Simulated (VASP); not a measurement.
# NbAu2 (P6/mmm) in VASP: further runs

NbAu2 is run at these levels: LDA; tasks: single point.

Program: VASP 6.6.1. These are calculated values, not measurements. Logs are shortened: lines on timing, memory, paths and dates and some standing lists are left out, and cuts for length are marked.

### 1 The cell of the first run

The structure is hexagonal, space group P6/mmm (No. 191). Conventional cell: a = 4.516 Å, b = 4.516 Å, c = 2.664 Å, α = 90.00°, β = 90.00°, γ = 120.00°. Within 3.5 Å of Nb (site symmetry 6/mmm) lie 2 Nb at 2.66 Å and 12 Au at 2.93 Å. Within 3.4 Å of Au (site symmetry -6m2) lie 5 Au at 2.61 to 2.66 Å and 6 Nb at 2.93 Å.

### 2 Single point, LDA

The input, INCAR:

```
SYSTEM = NbAu2
  PREC = Accurate
  ENCUT = 520
  EDIFF = 1E-7
  ISMEAR = -1
  SIGMA = 0.1
  LREAL = .False.
  LASPH = .True.
  NELM = 100
  ALGO = Normal
  ISIF = 2
  LWAVE = .False.
  LCHARG = .True.
  GGA = CA
  LELF = .True.
  LVHAR = .True.
  NBANDS = 24
```

The input, KPOINTS:

```
regular mesh
0
Gamma
  7 7 11
  0 0 0
```

The input, POSCAR:

```
NbAu2
1.0
    4.5158919612      0.0000000000      0.0000000000
   -2.2579459806      3.9108799887      0.0000000000
    0.0000000000      0.0000000000      2.6644742157
Nb Au
1 2
Direct
    0.0000000000      0.0000000000      0.0000000000
    0.3333333333      0.6666666667      0.5000000000
    0.6666666667      0.3333333333      0.5000000000
```

Potentials or basis: VASP PAW LDA potentials, release 64 (Nb_sv, Au).

Run with:

```console
$ cat potpaw_LDA.64/Nb_sv/POTCAR potpaw_LDA.64/Au/POTCAR > POTCAR
$ mpirun -np 1 vasp_std > vasp.out
```

OUTCAR:

```text
SYSTEM = NbAu2
   PREC = Accurate
   ENCUT = 520
   EDIFF = 1E-7
   ISMEAR = -1
   LREAL = .False.
   LASPH = .True.
   NELM = 100
   ISIF = 2
   GGA = CA

 ion  position               nearest neighbor table
   1  0.000  0.000  0.000-   2 2.93   3 2.93   2 2.93   3 2.93   3 2.93   3 2.93   2 2.93   2 2.93
                             3 2.93   3 2.93   2 2.93   2 2.93
   2  0.333  0.667  0.500-   3 2.61   3 2.61   3 2.61   1 2.93   1 2.93   1 2.93   1 2.93   1 2.93
                             1 2.93
   3  0.667  0.333  0.500-   2 2.61   2 2.61   2 2.61   1 2.93   1 2.93   1 2.93   1 2.93   1 2.93
                             1 2.93

  LATTYP: Found a hexagonal cell.
 ALAT       =     4.5158919612
 C/A-ratio  =     0.5900216920

  Lattice vectors:

 A1 = (   4.5158919612,   0.0000000000,   0.0000000000)
 A2 = (  -2.2579459806,   3.9108799887,   0.0000000000)
 A3 = (   0.0000000000,   0.0000000000,   2.6644742157)

Analysis of symmetry for initial positions (statically):
=====================================================================
 Subroutine PRICEL returns:
 Original cell was already a primitive cell.

 Routine SETGRP: Setting up the symmetry group for a
 hexagonal supercell.

 Subroutine GETGRP returns: Found 24 space group operations
 (whereof 24 operations were pure point group operations)
 out of a pool of 24 trial point group operations.

The static configuration has the point symmetry D_6h.

Analysis of symmetry for dynamics (positions and initial velocities):
=====================================================================
 Subroutine PRICEL returns:
 Original cell was already a primitive cell.

 Routine SETGRP: Setting up the symmetry group for a
 hexagonal supercell.

 Subroutine GETGRP returns: Found 24 space group operations
 (whereof 24 operations were pure point group operations)
 out of a pool of 24 trial point group operations.

The dynamic configuration has the point symmetry D_6h.

 Subroutine INISYM returns: Found 24 space group operations
 (whereof 24 operations are pure point group operations),
 and found     1 'primitive' translations

----------------------------------------------------------------------------------------

                                     Primitive cell
[... 87 lines left out ...]
   ISPIN  =      1    spin polarized calculation?
   LNONCOLLINEAR =      F non collinear calculations
   LSORBIT =      F    spin-orbit coupling
   LASPH  =      T    aspherical Exc in radial PAW
   ENCUT  =  520.0 eV  38.22 Ry    6.18 a.u.   8.40  8.40  4.95*2*pi/ulx,y,z
   NELM   =    100;   NELMIN=  2; NELMDL= -5     # of ELM steps
   EDIFF  = 0.1E-06   stopping-criterion for ELM
   LREAL  =      F    real-space projection
   EDIFFG = 0.1E-05   stopping-criterion for IOM
   NSW    =      0    number of steps for IOM
   IBRION =     -1    ionic relax: 0-MD 1-quasi-New 2-CG
   NFREE  =      0    steps in history (QN), initial steepest desc. (CG)
   ISIF   =      2    stress and relaxation
   ISYM   =      2    0-nonsym 1-usesym 2-fastsym
   POTIM  = 0.5000    time-step for ionic-motion
   TEBEG  =    0.0;   TEEND  =   0.0 temperature during run
   PSTRESS=    0.0 pullay stress
   NELECT =      35.0000    total number of electrons
   NUPDOWN=      -1.0000    fix difference up-down
   EMIN   =  10.00;   EMAX   =-10.00  energy-range for DOS
   EFERMI =   0.00;   METHOD = LEGACY
   ISMEAR =    -1;   SIGMA  =   0.10  broadening in eV -4-tet -1-fermi 0-gaus
   EFERMI_NEDOS =   21; number of points for ismear=-14 and -15
   IALGO  =     38    algorithm
   IMIX   =      4    mixing-type and parameters
     AMIX     =   0.40;   BMIX     =  1.00
     AMIX_MAG =   1.60;   BMIX_MAG =  1.00
  volume/ion in A,a.u.               =      15.69       105.85
  Fermi-wavevector in a.u.,A,eV,Ry     =   1.483273  2.802979 29.934148  2.200098
  Thomas-Fermi vector in A             =   2.596955
   LORBIT       =      0    0 simple, 1 ext, 2 COOP (PROOUT), +10 PAW based schemes
   GGA     = CA    functional components
   LHFCALC =     F    Hartree Fock is set to
   AEXX    =    0.0000 exact exchange contribution
   IVDW    =     0    specifies the selected vdW correction
   LEPSILON=     F    determine dielectric tensor
   LRPA    =     F    only Hartree local field effects (RPA)
 non-spin polarized calculation
  energy-cutoff  :      520.00
  volume of cell :       47.06
 maximum number of plane-waves:      1282
 NGX is ok and might be reduce to    36
   NGX = 17   NGY = 17   NGZ =  9

 number of electron      35.0000004 magnetization

 Free energy of the ion-electron system (eV)
  ---------------------------------------------------
  ext. energy  EPLUGINS =         0.00000000
  ---------------------------------------------------
  free energy    TOTEN  =       -20.72493533 eV

  energy without entropy =      -20.70251029  energy(sigma->0) =      -20.71372281

 E-fermi :  12.3503     XC(G=0): -13.4761

 val. band max:       12.3035596725   @ k =   0.2857   0.1429   0.4545
 cond. band min:      12.4327377780   @ k =   0.2857   0.2857   0.3636
 fundamental gap:      0.1291781055
 Fermi energy:        12.3503303192

 k-point     1 :       0.0000    0.0000    0.0000
  band No.  band energies     occupation
      1     -42.8711      2.00000
      2     -19.1952      2.00000
      3     -19.1952      2.00000
      4     -18.0721      2.00000
      5       1.8595      2.00000
      6       4.3030      2.00000
[... 637 lines left out ...]
     23      22.0147      0.00000
     24      22.4132      0.00000

 [... further k-points ...]

------------------------ aborting loop because EDIFF is reached ----------------------------------------

  FORCE on cell =-STRESS in cart. coord.  units (eV):
  Direction    XX          YY          ZZ          XY          YZ          ZX
  --------------------------------------------------------------------------------------
  -------------------------------------------------------------------------------------
  Total        3.6876114      3.6876167      3.6237690      0.0000000      0.0000000      0.0000000
  in kB      125.5527334    125.5529151    123.3790827      0.0000000      0.0000000      0.0000000
  external PRESSURE =     124.8282437 kB  Pullay stress =       0.0000000 kB

 VOLUME and BASIS-vectors are now :
 -----------------------------------------------------------------------------
  energy-cutoff  :      520.00
  volume of cell :       47.06
      direct lattice vectors                 reciprocal lattice vectors
     4.515891961  0.000000000  0.000000000     0.221440196  0.127848464  0.000000000
    -2.257945981  3.910879989  0.000000000     0.000000000  0.255696928  0.000000000
     0.000000000  0.000000000  2.664474216     0.000000000  0.000000000  0.375308567

 POSITION                                       TOTAL-FORCE (eV/Angst)
 -----------------------------------------------------------------------------------
      0.00000      0.00000      0.00000         0.000000      0.000000      0.000000
     -0.00000      2.60725      1.33224         0.000000      0.000000      0.000000
      2.25795      1.30363      1.33224        -0.000000     -0.000000      0.000000
 -----------------------------------------------------------------------------------
    total drift:                                0.000000      0.000000     -0.000000

  FREE ENERGIE OF THE ION-ELECTRON SYSTEM (eV)
  ---------------------------------------------------
  free  energy   TOTEN  =       -20.7249353344 eV

  energy  without entropy=      -20.7025102946  energy(sigma->0) =      -20.71372281
```

OSZICAR:

```text
N       E                     dE             d eps       ncg     rms          rms(c)
DAV:   1     0.304179364000E+03    0.30418E+03   -0.18389E+04  2304   0.147E+03
DAV:   2    -0.976231707523E+01   -0.31394E+03   -0.30239E+03  2672   0.464E+02
DAV:   3    -0.223529889956E+02   -0.12591E+02   -0.12238E+02  3592   0.805E+01
DAV:   4    -0.228038192070E+02   -0.45083E+00   -0.44940E+00  3112   0.135E+01
DAV:   5    -0.228169809833E+02   -0.13162E-01   -0.13159E-01  3440   0.226E+00    0.183E+01
DAV:   6    -0.210685797406E+02    0.17484E+01   -0.55518E+00  2520   0.197E+01    0.115E+01
DAV:   7    -0.207882939961E+02    0.28029E+00   -0.99179E-01  3200   0.987E+00    0.529E+00
DAV:   8    -0.207305311107E+02    0.57763E-01   -0.18974E-01  2664   0.348E+00    0.223E+00
DAV:   9    -0.207259066650E+02    0.46244E-02   -0.27845E-02  3240   0.143E+00    0.449E-01
DAV:  10    -0.207249341330E+02    0.97253E-03   -0.28659E-03  3216   0.523E-01    0.898E-02
DAV:  11    -0.207249358236E+02   -0.16905E-05   -0.19466E-04  3080   0.989E-02    0.258E-02
DAV:  12    -0.207249355164E+02    0.30718E-06   -0.14821E-05  3024   0.301E-02    0.153E-02
DAV:  13    -0.207249353424E+02    0.17401E-06   -0.10025E-06  3304   0.110E-02    0.246E-03
DAV:  14    -0.207249353344E+02    0.79558E-08   -0.77714E-08  1920   0.223E-03
   1 F= -.20724935E+02 E0= -.20713723E+02  d E =-.224250E-01
```

stdout:

```text
POSCAR found type information on POSCAR NbAu
 POSCAR found :  2 types and       3 ions
 scaLAPACK will be used
 LDA part: xc-table for (Slater(with rela. corr.)+CA(PZ))
 , standard interpolation
 POSCAR, INCAR and KPOINTS ok, starting setup
 FFT: planning ... GRIDC
 FFT: planning ... GRID_SOFT
 FFT: planning ... GRID
 WAVECAR not read
 entering main loop
```

Run time: 39 s. Hardware: 1 thread of Intel Xeon 6975P-C, shared host; peak memory 0.18 GiB.

What came out:

```yaml
Free_energy: -20.7249 eV
Pressure: 12.5 GPa
```

Stress tensor (GPa, compression positive):
```
12.56  0.00  0.00
 0.00 12.56  0.00
 0.00  0.00 12.34
```

Levels at points of the mesh, in eV from the Fermi level:
```
           k point  band 14  band 15  band 16  band 17  band 18  band 19  band 20  band 21  band 22  band 23
(0.00, 0.00, 0.00)    -3.51    -3.51    -2.58    -2.45    -2.45     3.07     3.07     3.09     6.57     6.57
```

Caveat: spin-orbit coupling is left out, which moves the levels of the heavy elements.

### 3 Single point, LDA

This run uses another cell than the first one, of 16.02 Å³/atom, 1.021 times its volume.

The input, INCAR:

```
SYSTEM = NbAu2
PREC = Accurate ; ENCUT = 520
EDIFF = 1E-7 ; ISMEAR = -1
SIGMA = 0.1 ; LREAL = .False.
LASPH = .True. ; NELM = 80
ALGO = Normal ; ISIF = 2
LWAVE = .False. ; LCHARG = .True.
GGA = CA ; LELF = .True.
LVHAR = .True. ; NBANDS = 24
```

The input, KPOINTS:

```
Automatic mesh
0
Gamma
  7 7 11
  0 0 0
```

The input, POSCAR:

```
NbAu2
1.0
    4.5476950651      0.0000000000      0.0000000000
   -2.2738475325      3.9384223045      0.0000000000
    0.0000000000      0.0000000000      2.6832387369
Nb Au
1 2
Direct
    0.0000000000      0.0000000000      0.0000000000
    0.3333333333      0.6666666667      0.5000000000
    0.6666666667      0.3333333333      0.5000000000
```

Potentials or basis: VASP PAW LDA potentials, release 64 (Nb_sv, Au).

Run with:

```console
$ cat potpaw_LDA.64/Nb_sv/POTCAR potpaw_LDA.64/Au/POTCAR > POTCAR
$ mpirun -np 1 vasp_std > vasp.out
```

OUTCAR:

```text
SYSTEM = NbAu2
   PREC = Accurate
   ENCUT = 520
   EDIFF = 1E-7
   ISMEAR = -1
   LREAL = .False.
   LASPH = .True.
   NELM = 80
   ISIF = 2
   GGA = CA

 ion  position               nearest neighbor table
   1  0.000  0.000  0.000-   2 2.95   3 2.95   2 2.95   3 2.95   3 2.95   3 2.95   2 2.95   2 2.95
                             3 2.95   3 2.95   2 2.95   2 2.95
   2  0.333  0.667  0.500-   3 2.63   3 2.63   3 2.63   1 2.95   1 2.95   1 2.95   1 2.95   1 2.95
                             1 2.95
   3  0.667  0.333  0.500-   2 2.63   2 2.63   2 2.63   1 2.95   1 2.95   1 2.95   1 2.95   1 2.95
                             1 2.95

  LATTYP: Found a hexagonal cell.
 ALAT       =     4.5476950651
 C/A-ratio  =     0.5900216920

  Lattice vectors:

 A1 = (   4.5476950651,   0.0000000000,   0.0000000000)
 A2 = (  -2.2738475325,   3.9384223045,   0.0000000000)
 A3 = (   0.0000000000,   0.0000000000,   2.6832387369)

Analysis of symmetry for initial positions (statically):
=====================================================================
 Subroutine PRICEL returns:
 Original cell was already a primitive cell.

 Routine SETGRP: Setting up the symmetry group for a
 hexagonal supercell.

 Subroutine GETGRP returns: Found 24 space group operations
 (whereof 24 operations were pure point group operations)
 out of a pool of 24 trial point group operations.

The static configuration has the point symmetry D_6h.

Analysis of symmetry for dynamics (positions and initial velocities):
=====================================================================
 Subroutine PRICEL returns:
 Original cell was already a primitive cell.

 Routine SETGRP: Setting up the symmetry group for a
 hexagonal supercell.

 Subroutine GETGRP returns: Found 24 space group operations
[... 118 lines left out ...]
   EMIN   =  10.00;   EMAX   =-10.00  energy-range for DOS
   EFERMI =   0.00;   METHOD = LEGACY
   ISMEAR =    -1;   SIGMA  =   0.10  broadening in eV -4-tet -1-fermi 0-gaus
   EFERMI_NEDOS =   21; number of points for ismear=-14 and -15
   IALGO  =     38    algorithm
   IMIX   =      4    mixing-type and parameters
     AMIX     =   0.40;   BMIX     =  1.00
     AMIX_MAG =   1.60;   BMIX_MAG =  1.00
  volume/ion in A,a.u.               =      16.02       108.11
  Fermi-wavevector in a.u.,A,eV,Ry     =   1.472900  2.783377 29.516939  2.169434
  Thomas-Fermi vector in A             =   2.587858
   LORBIT       =      0    0 simple, 1 ext, 2 COOP (PROOUT), +10 PAW based schemes
   GGA     = CA    functional components
   LHFCALC =     F    Hartree Fock is set to
   AEXX    =    0.0000 exact exchange contribution
   IVDW    =     0    specifies the selected vdW correction
   LEPSILON=     F    determine dielectric tensor
   LRPA    =     F    only Hartree local field effects (RPA)
 non-spin polarized calculation
  energy-cutoff  :      520.00
  volume of cell :       48.06
 maximum number of plane-waves:      1318
 NGX is ok and might be reduce to    36
   NGX = 17   NGY = 17   NGZ =  9

 number of electron      35.0000003 magnetization

 Free energy of the ion-electron system (eV)
  ---------------------------------------------------
  ext. energy  EPLUGINS =         0.00000000
  ---------------------------------------------------
  free energy    TOTEN  =       -20.78568930 eV

  energy without entropy =      -20.76245117  energy(sigma->0) =      -20.77407024

 E-fermi :  11.9747     XC(G=0): -13.3556

 val. band max:       11.9339276463   @ k =   0.2857   0.1429   0.4545
 cond. band min:      12.0503984898   @ k =   0.2857   0.2857   0.3636
 fundamental gap:      0.1164708435
 Fermi energy:        11.9746518080

 k-point     1 :       0.0000    0.0000    0.0000
  band No.  band energies     occupation
      1     -43.2693      2.00000
      2     -19.5828      2.00000
      3     -19.5828      2.00000
      4     -18.5082      2.00000
      5       1.6779      2.00000
      6       4.1234      2.00000
[... 637 lines left out ...]
     23      21.4448      0.00000
     24      21.8548      0.00000

 [... further k-points ...]

------------------------ aborting loop because EDIFF is reached ----------------------------------------

  FORCE on cell =-STRESS in cart. coord.  units (eV):
  Direction    XX          YY          ZZ          XY          YZ          ZX
  --------------------------------------------------------------------------------------
  -------------------------------------------------------------------------------------
  Total        2.0677149      2.0677179      1.9877306      0.0000000      0.0000000      0.0000000
  in kB       68.9331778     68.9332775     66.2666744      0.0000000      0.0000000      0.0000000
  external PRESSURE =      68.0443766 kB  Pullay stress =       0.0000000 kB

 VOLUME and BASIS-vectors are now :
 -----------------------------------------------------------------------------
  energy-cutoff  :      520.00
  volume of cell :       48.06
      direct lattice vectors                 reciprocal lattice vectors
     4.547695065  0.000000000  0.000000000     0.219891612  0.126954390  0.000000000
    -2.273847533  3.938422304  0.000000000     0.000000000  0.253908779  0.000000000
     0.000000000  0.000000000  2.683238737     0.000000000  0.000000000  0.372683946

 POSITION                                       TOTAL-FORCE (eV/Angst)
 -----------------------------------------------------------------------------------
      0.00000      0.00000      0.00000         0.000000      0.000000     -0.000000
     -0.00000      2.62561      1.34162        -0.000000     -0.000000      0.000000
      2.27385      1.31281      1.34162        -0.000000      0.000000     -0.000000
 -----------------------------------------------------------------------------------
    total drift:                                0.000000      0.000000     -0.000000

  FREE ENERGIE OF THE ION-ELECTRON SYSTEM (eV)
  ---------------------------------------------------
  free  energy   TOTEN  =       -20.7856893037 eV

  energy  without entropy=      -20.7624511705  energy(sigma->0) =      -20.77407024
```

Wall time 48 s (1 thread of Intel Xeon 6975P-C, shared host); peak memory 0.18 GiB.

What came out:

```
Free energy : -20.7857 eV
Pressure    : 6.8 GPa
```

Caveat: spin-orbit coupling is left out, which moves the levels of the heavy elements.
